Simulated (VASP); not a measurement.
BaTiO3, 5 atoms in the cell. Symmetry: P4mm, No. 99, tetragonal system. The conventional cell has a = 3.979 Å, b = 3.979 Å, c = 4.180 Å, α = 90.00°, β = 90.00°, γ = 90.00°. Within 3.7 Å of Ba (site symmetry 4mm) lie 12 O at 2.80 to 2.97 Å and 8 Ti at 3.46 to 3.55 Å. Within 2.4 Å of Ti (site symmetry 4mm) lie 6 O at 1.81 to 2.37 Å. O (site symmetry 4mm) has 2 Ti at 1.81 to 2.37 Å within 2.4 Å. O (site symmetry 2mm) has 2 Ti at 2.00 Å within 2.6 Å. 

| Property | Result |
| --- | --- |
| Program | VASP 6.6.1 |
| Task | single point |
| Functional | r2SCAN |
| Potentials or basis | VASP PAW PBE potentials, release 64 (Ba_sv, Ti_sv, O) |
| Cutoff | 520 eV |
| k mesh | 6 × 6 × 6 |
| Occupations | gaussian, width 0.05 eV |
| Spin | no spin polarisation |
| Dipole correction | no |
| Further INCAR settings | ALGO = Normal; EDIFF = 1e-06; NBANDS = 28 |

Potentials or basis: VASP PAW PBE potentials, release 64 (Ba_sv, Ti_sv, O).

Command:

```console
$ cat potpaw_PBE.64/Ba_sv/POTCAR potpaw_PBE.64/Ti_sv/POTCAR potpaw_PBE.64/O/POTCAR > POTCAR
$ cp INCAR.step1 INCAR
$ mpirun -np 1 vasp_std > vasp.out
$ cp INCAR.step2 INCAR
$ mpirun -np 1 vasp_std > vasp.out
```

Hardware: 1 thread of Intel Xeon 8259CL (shared host).

Task: How long does it take, and how much memory?

Result: Wall time 7 min on 1 thread of Intel Xeon 8259CL, on a shared host, peak memory 0.23 GiB. Counts: k points 40.
